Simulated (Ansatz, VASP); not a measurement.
Mo: VASP beside Ansatz

The input INCAR:

```
SYSTEM = Mo
PREC     = Accurate       ! precision mode
ENCUT    = 520            ! plane-wave cutoff, eV
EDIFF    = 1E-6           ! SCF threshold, eV
ISMEAR   = -1             ! smearing method
SIGMA    = 0.1            ! smearing width, eV
LREAL    = .False.        ! projectors in reciprocal space
LASPH    = .True.         ! aspherical terms in the spheres
NELM     = 80             ! most SCF steps
ALGO     = Normal         ! electronic algorithm
ISIF     = 2              ! what is computed and relaxed
LWAVE    = .False.        ! write WAVECAR
LCHARG   = .True.         ! write CHGCAR
GGA      = PE             ! functional
LELF     = .True.         ! ELF
LVHAR    = .True.       
NBANDS   = 13             ! bands
```

The input KPOINTS:

```
Automatic mesh
0
Gamma
  14 14 14
  0 0 0
```

Contents of POSCAR:

```
Mo
1.0
    2.6382022361      0.0000000000      0.0000000000
    0.0000000000      2.6382022361      0.0000000000
    0.0000000000      0.0000000000      2.6382022361
Mo
1
Direct
    0.0000000000      0.0000000000      0.0000000000
```

Input for Ansatz:

```yaml
crystal:
  lattice:
    - [2.6382022361, 0.0, 0.0]
    - [0.0, 2.6382022361, 0.0]
    - [0.0, 0.0, 2.6382022361]
  atoms:
    - { symbol: Mo, position: [0.0, 0.0, 0.0] }
hamiltonian:
  xc: pbe
  pseudopotentials:
    kind: paw
    azcp:
      Mo: "pseudopotentials/Mo.paw.azcp"
basis:
  ecutwfc: 420
  fft_grid_basis: typed
kpoints:
  mp_grid: { grid: [14, 14, 14], shift: [0, 0, 0] }
magnetization:
  spin_polarized: false
scf:
  occupations: { method: fermi_dirac, width: 0.1 }
  lower_state_search: "off"
output:
  stress: true
```

Alike in both runs: task single point; functional PBE; k mesh 14 × 14 × 14; occupations fermi-dirac, width 0.1 eV; no spin polarisation.

|  | VASP | Ansatz |
| --- | --- | --- |
| version | VASP 6.6.1 | Ansatz 0.2.0 |
| potentials or method | VASP PAW PBE potentials, release 64 (Mo_sv), cutoff 520 eV | plane waves (420 eV) with PAW, scalar-relativistic |
| valence electrons in the cell | 14 | 14 |

|  | VASP | Ansatz | Ansatz less VASP |
| --- | --- | --- | --- |
| pressure (GPa) | -7.3 | -7.6 | -0.37 |
